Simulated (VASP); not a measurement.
Set up this calculation in VASP 6.6.1, as the native input.

```
Task                   : single point
Functional             : PBE
Potentials or basis    : VASP PAW PBE potentials, release 64 (Se)
Cutoff                 : 520 eV
k mesh                 : 6 × 4 × 2
Occupations            : gaussian, width 0.1 eV
Spin                   : no spin polarisation
Dipole correction      : no
Further INCAR settings : ALGO = Normal; EDIFF = 1e-06; NBANDS = 20
```

The structure of Se lies in POSCAR:

```
Se
1.0
    3.0255092793      0.0000000000      0.0000000000
    0.0000000000      4.5834464839      0.0000000000
    0.0000000000      0.0000000000      8.6835073146
Se
4
Direct
    0.5000000000      0.5452710000      0.7608140000
    0.5000000000      0.4547290000      0.2608140000
    0.5000000000      0.9874680000      0.0091860000
    0.5000000000      0.0125320000      0.5091860000
```

This cell differs from its parent crystal: Te replaced by Se, lengths x 0.922, strained.

These files were run (other wordings do the same):

INCAR

```
SYSTEM = Se
PREC = Accurate
ENCUT = 520
EDIFF = 1E-6
ISMEAR = 0
SIGMA = 0.1
LREAL = .False.
LASPH = .True.
NELM = 100
ALGO = Normal
ISIF = 2
LWAVE = .False.
LCHARG = .False.
GGA = PE
NBANDS = 20
```

KPOINTS

```
Automatic mesh
0
Gamma
  6 4 2
  0 0 0
```

Potentials or basis: VASP PAW PBE potentials, release 64 (Se).

Launch:

```console
$ cat potpaw_PBE.64/Se/POTCAR > POTCAR
$ mpirun -np 1 vasp_std > vasp.out
```

Results of the run:

```
Pressure               : -9.6 GPa
Largest force          : 0.830 eV/Å
Band gap on the k mesh : zero (band 12 reaches 3.27 eV, above the bottom of band 13 at 0.56 eV)
```

Caveat: the k points lie up to 0.36 Å⁻¹ apart; the cell differs from its parent crystal (Te replaced by Se, lengths x 0.922, strained).

It took 42 s on 1 thread of Intel(R) Xeon(R) Platinum 8259CL CPU @ 2.50GHz (Skylake/Cascade Lake), with other jobs on the host, peak memory 0.24 GiB.
